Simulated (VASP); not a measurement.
# Te (P3_121) in VASP: notebook

Runs on Te. Level: PBE. Tasks: single point.

Everything below comes from runs of VASP 6.6.1. Logs are shortened: lines on timing, memory, paths and dates and some standing lists are left out, and cuts for length are marked.

### Step 1. The cell of the first run

It takes space group P3_121 (No. 152, trigonal). Conventional cell: a = 4.454 Å, b = 4.454 Å, c = 5.924 Å, α = 90.00°, β = 90.00°, γ = 120.00°. Within 3.8 Å of Te (site symmetry 2) lie 6 Te at 2.90 to 3.45 Å.

### Step 2. Single point, PBE

The input, INCAR:

```
ALGO = Normal
EDIFF = 1E-7
ENCUT = 520
GGA = PE
ISIF = 2
ISMEAR = 0
LASPH = T
LCHARG = F
LREAL = F
LWAVE = F
NBANDS = 16
NELM = 100
PREC = Accurate
SIGMA = 0.05
```

The input, KPOINTS:

```
k-points
0
Gamma
  12 12 10
```

The input, POSCAR:

```
Te
1.0
    4.4539999997      0.0000000000      0.0000000000
   -2.2269999999      3.8572771482      0.0000000000
    0.0000000000      0.0000000000      5.9240000000
Te
3
Direct
    0.2750285079      0.0000000000      0.3333333333
    0.0000000000      0.2750285079      0.6666666667
    0.7249714921      0.7249714921      0.0000000000
```

Potentials or basis: VASP PAW PBE potentials, release 64 (Te).

Command:

```console
cat potpaw_PBE.64/Te/POTCAR > POTCAR
mpirun -np 1 vasp_std > vasp.out
```

OUTCAR:

```text
EDIFF = 1E-7
   ENCUT = 520
   GGA = PE
   ISIF = 2
   ISMEAR = 0
   LASPH = T
   LREAL = F
   NELM = 100
   PREC = Accurate

 ion  position               nearest neighbor table
   1  0.275  0.000  0.333-   3 2.90   2 2.90   3 3.45   3 3.45   2 3.45   2 3.45
   2  0.000  0.275  0.667-   3 2.90   1 2.90   3 3.45   3 3.45   1 3.45   1 3.45
   3  0.725  0.725  0.000-   1 2.90   2 2.90   2 3.45   1 3.45   1 3.45   2 3.45

  LATTYP: Found a hexagonal cell.
 ALAT       =     4.4539999997
 C/A-ratio  =     1.3300404132

  Lattice vectors:

 A1 = (   4.4539999997,   0.0000000000,   0.0000000000)
 A2 = (  -2.2269999999,   3.8572771482,   0.0000000000)
 A3 = (   0.0000000000,   0.0000000000,   5.9240000000)

Analysis of symmetry for initial positions (statically):
=====================================================================
 Subroutine PRICEL returns:
 Original cell was already a primitive cell.

 Routine SETGRP: Setting up the symmetry group for a
 hexagonal supercell.

 Subroutine GETGRP returns: Found  6 space group operations
 (whereof  2 operations were pure point group operations)
 out of a pool of 24 trial point group operations.

The static configuration has the point symmetry C_2 .
 The point group associated with its full space group is D_3 .

Analysis of symmetry for dynamics (positions and initial velocities):
=====================================================================
 Subroutine PRICEL returns:
 Original cell was already a primitive cell.

 Routine SETGRP: Setting up the symmetry group for a
 hexagonal supercell.

 Subroutine GETGRP returns: Found  6 space group operations
 (whereof  2 operations were pure point group operations)
 out of a pool of 24 trial point group operations.

The dynamic configuration has the point symmetry C_2 .
 The point group associated with its full space group is D_3 .

 Subroutine INISYM returns: Found  6 space group operations
 (whereof  2 operations are pure point group operations),
 and found     1 'primitive' translations

----------------------------------------------------------------------------------------

                                     Primitive cell

  volume of cell :     101.7762

  direct lattice vectors                    reciprocal lattice vectors
     4.454000000  0.000000000  0.000000000     0.224517288  0.129625117  0.000000000
    -2.227000000  3.857277148  0.000000000     0.000000000  0.259250233  0.000000000
     0.000000000  0.000000000  5.924000000     0.000000000  0.000000000  0.168804862

  length of vectors
     4.454000000  4.454000000  5.924000000     0.259250233  0.259250233  0.168804862

  position of ions in fractional coordinates (direct lattice)
     0.275028508  0.000000000  0.333333333
     0.000000000  0.275028508  0.666666667
     0.724971492  0.724971492  0.000000000

  ion indices of the primitive-cell ions
   primitive index   ion index
                 1           1
                 2           2
                 3           3

----------------------------------------------------------------------------------------

 KPOINTS: k-points

Automatic generation of k-mesh.
 Grid dimensions read from file:
 generate k-points for:   12   12   10

 Generating k-lattice:

  Cartesian coordinates                     Fractional coordinates (reciprocal lattice)
     0.018709774  0.010802093  0.000000000     0.083333333  0.000000000  0.000000000
     0.000000000  0.021604186  0.000000000     0.000000000  0.083333333  0.000000000
     0.000000000  0.000000000  0.016880486     0.000000000  0.000000000  0.100000000

  Length of vectors
     0.021604186  0.021604186  0.016880486

  Shift w.r.t. Gamma in fractional coordinates (k-lattice)
     0.000000000  0.000000000  0.000000000

 Subroutine IBZKPT returns following result:
 ===========================================

 Found    162 irreducible k-points:

 Following reciprocal coordinates:
            Coordinates               Weight
  0.000000  0.000000  0.000000      1.000000
  0.083333  0.000000  0.000000      6.000000
  0.166667  0.000000  0.000000      6.000000
  0.250000  0.000000  0.000000      6.000000
  0.333333  0.000000  0.000000      6.000000
  0.416667  0.000000  0.000000      6.000000
[... 16 lines left out ...]
  0.166667  0.000000  0.100000      6.000000
  0.000000  0.166667  0.100000      6.000000
 [... further k-points ...]
   k-points           NKPTS =    162   k-points in BZ     NKDIM =    162   number of bands    NBANDS=     16
   number of dos      NEDOS =    301   number of ions     NIONS =      3
   total plane-waves  NPLWV =  62208
   dimension x,y,z NGX =    36 NGY =   36 NGZ =   48
   dimension x,y,z NGXF=    72 NGYF=   72 NGZF=   96
   ions per type =               3
   NGX,Y,Z   is equivalent  to a cutoff of  13.44, 13.44, 13.47 a.u.
   NGXF,Y,Z  is equivalent  to a cutoff of  26.87, 26.87, 26.94 a.u.
 SYSTEM =  unknown system
   PREC   = accura    normal or accurate (medium, high low for compatibility)
   ISTART =      0    job   : 0-new  1-cont  2-samecut
   ICHARG =      2    charge: 1-file 2-atom 10-const
   ISPIN  =      1    spin polarized calculation?
   LNONCOLLINEAR =      F non collinear calculations
   LSORBIT =      F    spin-orbit coupling
   LASPH  =      T    aspherical Exc in radial PAW
   ENCUT  =  520.0 eV  38.22 Ry    6.18 a.u.   8.28  8.28 11.01*2*pi/ulx,y,z
   NELM   =    100;   NELMIN=  2; NELMDL= -5     # of ELM steps
   EDIFF  = 0.1E-06   stopping-criterion for ELM
   LREAL  =      F    real-space projection
   EDIFFG = 0.1E-05   stopping-criterion for IOM
   NSW    =      0    number of steps for IOM
   IBRION =     -1    ionic relax: 0-MD 1-quasi-New 2-CG
   NFREE  =      0    steps in history (QN), initial steepest desc. (CG)
   ISIF   =      2    stress and relaxation
   ISYM   =      2    0-nonsym 1-usesym 2-fastsym
   POTIM  = 0.5000    time-step for ionic-motion
   TEBEG  =    0.0;   TEEND  =   0.0 temperature during run
   PSTRESS=    0.0 pullay stress
   NELECT =      18.0000    total number of electrons
   NUPDOWN=      -1.0000    fix difference up-down
   EMIN   =  10.00;   EMAX   =-10.00  energy-range for DOS
   EFERMI =   0.00;   METHOD = LEGACY
   ISMEAR =     0;   SIGMA  =   0.05  broadening in eV -4-tet -1-fermi 0-gaus
   EFERMI_NEDOS =   21; number of points for ismear=-14 and -15
   IALGO  =     38    algorithm
   IMIX   =      4    mixing-type and parameters
     AMIX     =   0.40;   BMIX     =  1.00
     AMIX_MAG =   1.60;   BMIX_MAG =  1.00
  volume/ion in A,a.u.               =      33.93       228.94
  Fermi-wavevector in a.u.,A,eV,Ry     =   0.918933  1.736531 11.489263  0.844437
  Thomas-Fermi vector in A             =   2.044070
   LORBIT       =      0    0 simple, 1 ext, 2 COOP (PROOUT), +10 PAW based schemes
   GGA     = PE    functional components
   LHFCALC =     F    Hartree Fock is set to
   AEXX    =    0.0000 exact exchange contribution
   IVDW    =     0    specifies the selected vdW correction
   LEPSILON=     F    determine dielectric tensor
   LRPA    =     F    only Hartree local field effects (RPA)
 non-spin polarized calculation
 Gauss-broadening in eV      SIGMA  =   0.05
  energy-cutoff  :      520.00
  volume of cell :      101.78
 maximum number of plane-waves:      2768
 NGX is ok and might be reduce to    36
   NGX = 17   NGY = 17   NGZ = 23

 number of electron      17.9999998 magnetization

 Free energy of the ion-electron system (eV)
  ---------------------------------------------------
  ext. energy  EPLUGINS =         0.00000000
  ---------------------------------------------------
  free energy    TOTEN  =        -9.42465532 eV

  energy without entropy =       -9.42464976  energy(sigma->0) =       -9.42465254

 E-fermi :   6.0658     XC(G=0):  -9.0814

 val. band max:        5.9750093819   @ k =   0.3333   0.3333   0.5000
 cond. band min:       6.1477876216   @ k =   0.3333   0.3333   0.5000
 fundamental gap:      0.1727782396
 Fermi energy:         6.0658198169

 k-point     1 :       0.0000    0.0000    0.0000
  band No.  band energies     occupation
      1      -7.6021      2.00000
      2      -4.3403      2.00000
      3      -4.3403      2.00000
      4       2.9455      2.00000
      5       3.2705      2.00000
      6       3.2705      2.00000
[... 8 lines left out ...]
     15      12.0135      0.00000
     16      12.1803      0.00000

 k-point     2 :       0.0833    0.0000    0.0000
  band No.  band energies     occupation
      1      -7.5536      2.00000
      2      -4.3535      2.00000
      3      -4.3284      2.00000
      4       2.5331      2.00000
      5       2.9665      2.00000
      6       3.1292      2.00000
[... 8 lines left out ...]
     15      12.0229      0.00000
     16      12.2242      0.00000

 k-point     3 :       0.1667    0.0000    0.0000
  band No.  band energies     occupation
      1      -7.4110      2.00000
      2      -4.4083      2.00000
      3      -4.2937      2.00000
      4       1.8679      2.00000
      5       2.5195      2.00000
      6       2.8465      2.00000
[... 8 lines left out ...]
     15      12.0700      0.00000
     16      12.5413      0.00000

 k-point     4 :       0.2500    0.0000    0.0000
  band No.  band energies     occupation
      1      -7.1854      2.00000
      2      -4.5382      2.00000
      3      -4.2417      2.00000
      4       1.3795      2.00000
      5       2.1012      2.00000
      6       2.5572      2.00000
[... 8 lines left out ...]
     15      12.3733      0.00000
     16      13.1641      0.00000
[... 324 lines left out ...]
 k-point    22 :       0.0000    0.0833    0.1000
  band No.  band energies     occupation
      1      -7.5178      2.00000
      2      -4.8858      2.00000
      3      -3.7907      2.00000
      4       2.5912      2.00000
      5       2.7754      2.00000
      6       3.1868      2.00000
[... 8 lines left out ...]
     15      11.9378      0.00000
     16      12.2026      0.00000

 k-point    23 :       0.1667    0.0000    0.1000
  band No.  band energies     occupation
      1      -7.3772      2.00000
      2      -4.8328      2.00000
      3      -3.8884      2.00000
      4       1.9221      2.00000
      5       2.6907      2.00000
      6       2.8934      2.00000
[... 8 lines left out ...]
     15      11.8446      0.00000
     16      12.2198      0.00000

 k-point    24 :       0.0000    0.1667    0.1000
  band No.  band energies     occupation
      1      -7.3752      2.00000
      2      -4.8735      2.00000
      3      -3.8261      2.00000
      4       1.8921      2.00000
      5       2.3191      2.00000
      6       2.8740      2.00000
[... 8 lines left out ...]
     15      12.3007      0.00000
     16      12.6047      0.00000

 [... further k-points ...]

------------------------ aborting loop because EDIFF is reached ----------------------------------------

  FORCE on cell =-STRESS in cart. coord.  units (eV):
  Direction    XX          YY          ZZ          XY          YZ          ZX
  --------------------------------------------------------------------------------------
  -------------------------------------------------------------------------------------
  Total        0.4520110      0.4520110      0.6469916     -0.0000000      0.0000000     -0.0000000
  in kB        7.1156316      7.1156316     10.1850492     -0.0000000      0.0000000     -0.0000000
  external PRESSURE =       8.1387708 kB  Pullay stress =       0.0000000 kB

 VOLUME and BASIS-vectors are now :
 -----------------------------------------------------------------------------
  energy-cutoff  :      520.00
  volume of cell :      101.78
      direct lattice vectors                 reciprocal lattice vectors
     4.454000000  0.000000000  0.000000000     0.224517288  0.129625117  0.000000000
    -2.227000000  3.857277148  0.000000000     0.000000000  0.259250233  0.000000000
     0.000000000  0.000000000  5.924000000     0.000000000  0.000000000  0.168804862

 POSITION                                       TOTAL-FORCE (eV/Angst)
 -----------------------------------------------------------------------------------
      1.22498      0.00000      1.97467         0.008496      0.000000      0.000000
     -0.61249      1.06086      3.94933        -0.004248      0.007357     -0.000000
      1.61451      2.79642      0.00000        -0.004248     -0.007357      0.000000
 -----------------------------------------------------------------------------------
    total drift:                                0.000000     -0.000000      0.000000

  FREE ENERGIE OF THE ION-ELECTRON SYSTEM (eV)
  ---------------------------------------------------
  free  energy   TOTEN  =        -9.4246553174 eV

  energy  without entropy=       -9.4246497569  energy(sigma->0) =       -9.42465254
```

It took 3.4 min on 1 thread of Intel Xeon Platinum 8259CL at 2.50GHz (Skylake/Cascade Lake), shared host; peak memory 0.38 GiB.

Results:

```yaml
Free_energy: -9.4247 eV
Pressure: 0.8 GPa
Largest_force: 0.008 eV/Å
Band_gap_on_the_k_mesh: 0.17 eV
```

Forces in eV/Å, atoms in the order of the input:
```
Te   0.008  0.000  0.000
Te  -0.004  0.007  0.000
Te  -0.004 -0.007  0.000
```

Stress tensor (GPa, compression positive):
```
0.71 0.00 0.00
0.00 0.71 0.00
0.00 0.00 1.02
```

Levels at points of the mesh, in eV from the valence-band top:
| k point | band 6 | band 7 | band 8 | band 9 | band 10 | band 11 | band 12 | band 13 |
| --- | --- | --- | --- | --- | --- | --- | --- | --- |
| (0.00, 0.00, 0.00) | -2.70 | -1.72 | -1.72 | -0.97 | 0.98 | 0.98 | 1.54 | 4.98 |
| (0.50, 0.00, 0.00) | -3.65 | -3.57 | -0.94 | -0.78 | 0.74 | 0.76 | 2.84 | 3.67 |
| (0.00, 0.00, 0.50) | -2.67 | -1.32 | -1.00 | -1.00 | 0.36 | 0.36 | 0.38 | 4.00 |
| (0.50, 0.00, 0.50) | -3.61 | -2.53 | -2.21 | -0.19 | 0.68 | 1.96 | 2.53 | 4.52 |

Caveat: semilocal functionals underestimate gaps, and a narrow one can read as zero; spin-orbit coupling is left out, which moves the levels of the heavy elements. A k mesh can miss the band edges.

### Step 3. Single point, PBE

This run uses another cell than the first one, of 36.69 Å³/atom.

The input, INCAR:

```
  PREC = Accurate
  ENCUT = 520
  EDIFF = 1E-7
  ISMEAR = 0
  SIGMA = 0.05
  LREAL = False
  LASPH = True
  NELM = 100
  ALGO = Normal
  ISIF = 2
  LWAVE = False
  LCHARG = True
  GGA = PE
  LELF = True
  LVHAR = True
  NBANDS = 16
```

The input, KPOINTS:

```
Automatic mesh
0
Gamma
  12 12 10
```

The input, POSCAR:

```
Te
1.0
    4.6321599998      0.0000000000      0.0000000000
   -2.3160799999      4.0115682342      0.0000000000
    0.0000000000      0.0000000000      5.9240000000
Te
3
Direct
    0.2599285592      0.0000000000      0.3333333333
    0.0000000000      0.2599285592      0.6666666667
    0.7400714408      0.7400714408      0.0000000000
```

Potentials or basis: VASP PAW PBE potentials, release 64 (Te).

Command:

```console
cat potpaw_PBE.64/Te/POTCAR > POTCAR
mpirun -np 1 vasp_std > vasp.out
```

It took 3.3 min on 1 thread of Intel Xeon Platinum 8259CL at 2.50GHz (Skylake/Cascade Lake), shared host; peak memory 0.39 GiB.

It converged, with:

| Quantity | Value |
| --- | --- |
| Free energy | -9.4213 eV |
| Pressure | -0.5 GPa |
| Largest force | 0.009 eV/Å |
| Band gap on the k mesh | 0.36 eV |

Forces in eV/Å, atoms in the order of the input:
```
Te   0.009  0.000  0.000
Te  -0.005  0.008  0.000
Te  -0.005 -0.008  0.000
```

Stress tensor (GPa, compression positive):
```
-0.59  0.00  0.00
 0.00 -0.59  0.00
 0.00  0.00 -0.48
```

Levels at points of the mesh, in eV from the valence-band top:
```
           k point  band 6  band 7  band 8  band 9  band 10  band 11  band 12  band 13
(0.00, 0.00, 0.00)   -2.76   -1.53   -1.53   -0.63     1.07     1.07     1.54     5.15
(0.50, 0.00, 0.00)   -3.22   -2.99   -1.03   -0.77     1.04     1.15     3.41     3.53
(0.00, 0.00, 0.50)   -2.56   -1.18   -1.06   -1.06     0.60     0.60     0.65     4.43
(0.50, 0.00, 0.50)   -3.42   -2.10   -1.73   -0.06     1.01     1.98     2.43     4.82
```

Caveat: semilocal functionals underestimate gaps, and a narrow one can read as zero; spin-orbit coupling is left out, which moves the levels of the heavy elements. A k mesh can miss the band edges.
